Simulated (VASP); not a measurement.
Write the native input for VASP 6.6.1 that does the following.

```yaml
Task: single point
Functional: r2SCAN
Potentials_or_basis: VASP PAW PBE potentials, release 64 (C)
Cutoff: 520 eV
k_mesh: 13 × 13 × 13
Occupations: fermi-dirac, width 0.05 eV
Spin: no spin polarisation
Dipole_correction: no
Further_INCAR_settings: ALGO = Normal; EDIFF = 1e-07; NBANDS = 11
```

Crystal: C.

```
CELL_PARAMETERS angstrom
0.00000 1.78015 1.78015
1.78015 0.00000 1.78015
1.78015 1.78015 0.00000
ATOMIC_POSITIONS crystal
C 0.50000 0.50000 0.50000
C 0.75000 0.75000 0.75000
```

The input as run:

POSCAR

```
C
1.0
    0.0000000000      1.7801477551      1.7801477551
    1.7801477551      0.0000000000      1.7801477551
    1.7801477551      1.7801477551      0.0000000000
C
2
Direct
    0.5000000000      0.5000000000      0.5000000000
    0.7500000000      0.7500000000      0.7500000000
```

INCAR.step1

```
PREC = Accurate
ENCUT = 520
ISMEAR = -1
SIGMA = 0.05
LREAL = False
LASPH = True
NELM = 60
NBANDS = 11
GGA = PE
ALGO = Normal
EDIFF = 1E-4
LWAVE = True
LCHARG = False
```

INCAR.step2

```
PREC = Accurate
ENCUT = 520
EDIFF = 1E-7
ISMEAR = -1
SIGMA = 0.05
LREAL = False
LASPH = True
NELM = 60
ALGO = Normal
ISIF = 2
LWAVE = False
LCHARG = True
METAGGA = R2SCAN
LMIXTAU = True
LELF = True
LVHAR = True
NBANDS = 11
ISTART = 1
```

KPOINTS

```
Automatic mesh
0
Gamma
  13 13 13
```

Potentials or basis: VASP PAW PBE potentials, release 64 (C).

The run is started by

```console
$ cat potpaw_PBE.64/C/POTCAR > POTCAR
$ cp INCAR.step1 INCAR
$ mpirun -np 1 vasp_std > vasp.out
$ cp INCAR.step2 INCAR
$ mpirun -np 1 vasp_std > vasp.out
```

It gave:

```yaml
Pressure: 1.1 GPa
Band_gap_on_the_k_mesh: 4.35 eV, indirect (least direct gap 5.85 eV)
```

Caveat: the PAW data sets were made with another functional, which shifts forces and pressure a little.

Run time: 19 s on 1 thread of Intel(R) Xeon(R) 6975P-C (Granite Rapids) (shared host), peak memory 0.12 GiB.
